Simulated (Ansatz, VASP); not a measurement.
C: VASP beside Ansatz

The input INCAR:

```
SYSTEM = C
PREC     = Accurate       ! precision mode
ENCUT    = 520            ! plane-wave cutoff, eV
EDIFF    = 1E-6           ! SCF threshold, eV
ISMEAR   = -1             ! smearing method
SIGMA    = 0.08           ! smearing width, eV
LREAL    = .False.        ! projectors in reciprocal space
LASPH    = .True.         ! aspherical terms in the spheres
NELM     = 80             ! most SCF steps
ALGO     = Normal         ! electronic algorithm
ISIF     = 2              ! what is computed and relaxed
LWAVE    = .False.        ! write WAVECAR
LCHARG   = .False.        ! write CHGCAR
GGA      = PE             ! functional
NBANDS   = 8              ! bands
```

KPOINTS

```
regular mesh
0
Gamma
  20 20 20
  0 0 0
```

Contents of POSCAR:

```
C
1.0
    1.6209494202      0.0000000000      0.0000000000
    0.0000000000      1.6209494202      0.0000000000
    0.0000000000      0.0000000000      1.6209494202
C
1
Direct
    0.0000000000      0.0000000000      0.0000000000
```

Input for Ansatz:

```yaml
crystal:
  lattice:
    - [1.6209494202, 0.0, 0.0]
    - [0.0, 1.6209494202, 0.0]
    - [0.0, 0.0, 1.6209494202]
  atoms:
    - { symbol: C, position: [0.0, 0.0, 0.0] }
kpoints:
  mp_grid: { grid: [20, 20, 20] }
scf:
  occupations: { method: fermi_dirac, width: 0.08 }
hamiltonian:
  xc: pbe
  pseudopotentials: { kind: paw }
output:
  forces: true
  stress: true
  eigenvalues: true
  populations: true
```

Change from the starting cell: volume scaled by 0.76, PAW files.

Alike in both runs: task single point; functional PBE; k mesh 20 × 20 × 20; occupations fermi-dirac, width 0.08 eV; no spin polarisation.

|  | VASP | Ansatz |
| --- | --- | --- |
| version | VASP 6.6.1 | Ansatz 0.2.0 |
| potentials or method | VASP PAW PBE potentials, release 64 (C) | PAW with Ansatz's default frozen-core files, scalar-relativistic |
| plane-wave cutoff (eV) | 520 | 420 |
| valence electrons in the cell | 4 | 4 |

|  | VASP | Ansatz | Ansatz less VASP |
| --- | --- | --- | --- |
| pressure (GPa) | 147.9 | 147.0 | -0.91 |

Both programs put the cell under a high pressure, so it lies far from rest at this level.

Noted on VASP's run: the cell as given lies far from equilibrium.
